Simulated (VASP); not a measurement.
# Cu (I4/mmm) in VASP: a series of runs, part 2 of 2

VASP 6.6.1.

### 4 Single point, PBE

This run uses another cell than the first one, of 11.21 Å³/atom, 1.053 times its volume.

Contents of INCAR:

```
SYSTEM = Cu
ALGO = Fast ; EDIFF = 1E-6
ENCUT = 520 ; GGA = PE
ISIF = 2 ; ISMEAR = 0
LASPH = .TRUE. ; LCHARG = .FALSE.
LREAL = .FALSE. ; LWAVE = .FALSE.
NBANDS = 12 ; NELM = 60
PREC = Accurate ; SIGMA = 0.15
```

Contents of KPOINTS:

```
k-points
0
G
  22 22 22
  0 0 0
```

Contents of POSCAR:

```
Cu
1.0
   -1.4487000000      1.4487000000      1.3359000000
    1.4487000000     -1.4487000000      1.3359000000
    1.4487000000      1.4487000000     -1.3359000000
Cu
1
Direct
    0.0000000000      0.0000000000      0.0000000000
```

Potentials or basis: VASP PAW PBE potentials, release 64 (Cu).

Started as:

```
> cat potpaw_PBE.64/Cu/POTCAR > POTCAR
> mpirun -np 1 vasp_std > vasp.out
```

OUTCAR:

```text
SYSTEM = Cu
   EDIFF = 1E-6
   ENCUT = 520
   GGA = PE
   ISIF = 2
   ISMEAR = 0
   LASPH = .TRUE.
   LREAL = .FALSE.
   NELM = 60
   PREC = Accurate

 ion  position               nearest neighbor table
   1  0.000  0.000  0.000-

  LATTYP: Found a body centered tetragonal cell.
 ALAT       =     2.8974000000
 C/A-ratio  =     0.9221370884

  Lattice vectors:

 A1 = (  -1.4487000000,   1.4487000000,   1.3359000000)
 A2 = (   1.4487000000,  -1.4487000000,   1.3359000000)
 A3 = (   1.4487000000,   1.4487000000,  -1.3359000000)

Analysis of symmetry for initial positions (statically):
=====================================================================
 Subroutine PRICEL returns:
 Original cell was already a primitive cell.

 Routine SETGRP: Setting up the symmetry group for a
 body centered tetragonal supercell.

 Subroutine GETGRP returns: Found 16 space group operations
 (whereof 16 operations were pure point group operations)
 out of a pool of 16 trial point group operations.

The static configuration has the point symmetry D_4h.

Analysis of symmetry for dynamics (positions and initial velocities):
=====================================================================
 Subroutine PRICEL returns:
 Original cell was already a primitive cell.

 Routine SETGRP: Setting up the symmetry group for a
 body centered tetragonal supercell.

 Subroutine GETGRP returns: Found 16 space group operations
 (whereof 16 operations were pure point group operations)
 out of a pool of 16 trial point group operations.

The dynamic configuration has the point symmetry D_4h.

 Subroutine INISYM returns: Found 16 space group operations
 (whereof 16 operations are pure point group operations),
 and found     1 'primitive' translations

----------------------------------------------------------------------------------------

                                     Primitive cell

  volume of cell :      11.2148
[... 113 lines left out ...]
   LHFCALC =     F    Hartree Fock is set to
   AEXX    =    0.0000 exact exchange contribution
   IVDW    =     0    specifies the selected vdW correction
   LEPSILON=     F    determine dielectric tensor
   LRPA    =     F    only Hartree local field effects (RPA)
 non-spin polarized calculation
 RMM-DIIS sequential band-by-band and
 Gauss-broadening in eV      SIGMA  =   0.15
  energy-cutoff  :      520.00
  volume of cell :       11.21
 maximum number of plane-waves:       317
   NGX =  9   NGY =  9   NGZ =  9

 number of electron      11.0000014 magnetization

 Free energy of the ion-electron system (eV)
  ---------------------------------------------------
  ext. energy  EPLUGINS =         0.00000000
  ---------------------------------------------------
  free energy    TOTEN  =        -3.66353781 eV

  energy without entropy =       -3.65918578  energy(sigma->0) =       -3.66136179

 E-fermi :   8.2644     XC(G=0): -13.0298

 val. band max:        8.2587048222   @ k =  -0.4091   0.5000   0.0455
 cond. band min:       8.2660515150   @ k =   0.5000   0.1818   0.1364
 fundamental gap:      0.0073466928
 Fermi energy:         8.2644339908

 k-point     1 :       0.0000    0.0000    0.0000
  band No.  band energies     occupation
      1      -1.5022      2.00000
      2       4.7563      2.00000
      3       5.1091      2.00000
      4       5.1091      2.00000
      5       5.8404      2.00000
      6       6.2160      2.00000
      7      32.8557      0.00000
      8      32.8557      0.00000
      9      35.1996      0.00000
     10      37.1814      0.00000
     11      37.2046      0.00000
     12      37.7068      0.00000
[... 331 lines left out ...]
 k-point    24 :      -0.4545    0.0455   -0.0000
  band No.  band energies     occupation
      1       2.8999      2.00000
      2       4.1218      2.00000
      3       6.0180      2.00000
      4       6.1426      2.00000
      5       6.5196      2.00000
      6       7.3095      2.00000
      7      14.6056      0.00000
      8      24.8633      0.00000
      9      25.9385      0.00000
     10      30.3121      0.00000
     11      33.4505      0.00000
     12      42.7787      0.00000

 [... further k-points ...]

------------------------ aborting loop because EDIFF is reached ----------------------------------------

  FORCE on cell =-STRESS in cart. coord.  units (eV):
  Direction    XX          YY          ZZ          XY          YZ          ZX
  --------------------------------------------------------------------------------------
  -------------------------------------------------------------------------------------
  Total        0.8276510      0.8276510      0.8957124      0.0000000      0.0000000      0.0000000
  in kB      118.2406981    118.2406981    127.9641431      0.0000000      0.0000000      0.0000000
  external PRESSURE =     121.4818464 kB  Pullay stress =       0.0000000 kB

 VOLUME and BASIS-vectors are now :
 -----------------------------------------------------------------------------
  energy-cutoff  :      520.00
  volume of cell :       11.21
      direct lattice vectors                 reciprocal lattice vectors
    -1.448700000  1.448700000  1.335900000     0.000000000  0.345137019  0.374279512
     1.448700000 -1.448700000  1.335900000     0.345137019  0.000000000  0.374279512
     1.448700000  1.448700000 -1.335900000     0.345137019  0.345137019  0.000000000

 POSITION                                       TOTAL-FORCE (eV/Angst)
 -----------------------------------------------------------------------------------
      0.00000      0.00000      0.00000        -0.000000      0.000000     -0.000000
 -----------------------------------------------------------------------------------
    total drift:                                0.000000      0.000000      0.000000

  FREE ENERGIE OF THE ION-ELECTRON SYSTEM (eV)
  ---------------------------------------------------
  free  energy   TOTEN  =        -3.6635378128 eV

  energy  without entropy=       -3.6591857754  energy(sigma->0) =       -3.66136179
```

It took 38 s on 1 thread of Intel Xeon 6975P-C (Granite Rapids), shared host; peak memory 0.21 GiB.

What came out:

| Property | Result |
| --- | --- |
| Free energy | -3.6635 eV |
| Pressure | 12.1 GPa |

### 5 Overview

```tsv
cell	gap on the mesh (eV)	pressure (GPa)
a = 2.404 Å, angles 107.4, 107.4, 113.8°, 1 atom	none	23.2
a = 2.433 Å, angles 106.9, 106.9, 114.7°, 1 atom	none	15.5
a = 2.446 Å, angles 107.4, 107.4, 113.8°, 1 atom	none	12.1
```

Alike in all rows: task single point; level PBE; potentials or basis VASP PAW PBE potentials, release 64 (Cu); no spin polarisation; k mesh 22 × 22 × 22; cutoff (eV) 520; smearing gaussian 0.15 eV.

Total energies depend on the potentials used, so only differences within one code and one set of settings carry meaning.
